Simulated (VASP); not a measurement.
Input of a VASP 6.6.1 run:

INCAR

```
SYSTEM = TiO2
  PREC = Accurate
  ENCUT = 520
  EDIFF = 1E-6
  ISMEAR = -1
  SIGMA = 0.02
  LREAL = .FALSE.
  LASPH = .TRUE.
  NELM = 100
  ALGO = Normal
  ISIF = 2
  LWAVE = .FALSE.
  LCHARG = .FALSE.
  GGA = PE
  NBANDS = 46
```

Contents of KPOINTS:

```
Automatic mesh
0
G
  8 6 4
  0 0 0
```

Contents of POSCAR:

```
TiO2
1.0
    2.9787649640     -0.0000551804      0.0001096575
    0.0001213045      4.7767186103     -0.0235689795
    1.4890750208      0.2104199478      7.1228286260
Ti O
3 6
Direct
    0.6625791741      0.5140917194      0.6843761155
    0.3461046805      0.4866590161      0.3170294149
   -0.0228310301      0.0003750625      0.0007037490
    0.5718663657      0.8133645585      0.8731469692
    0.2316862655      0.6984770105      0.5520600889
    0.9100642271      0.6956102128      0.1966668472
    0.1060169478      0.3051455001      0.8047406348
    0.7830499931      0.3022735602      0.4493479886
    0.4443143664      0.1873903699      0.1282611819
```

Potentials or basis: VASP PAW PBE potentials, release 64 (Ti_sv, O).

The run is started by

```bash
$ cat potpaw_PBE.64/Ti_sv/POTCAR potpaw_PBE.64/O/POTCAR > POTCAR
$ mpirun -np 1 vasp_std > vasp.out
```

(1) Estimate the band gap on the k mesh.

(2) What does it give for the pressure?

## Answers

(1) 2.29 eV, indirect (least direct gap 2.34 eV).

(2) 0.7 GPa.
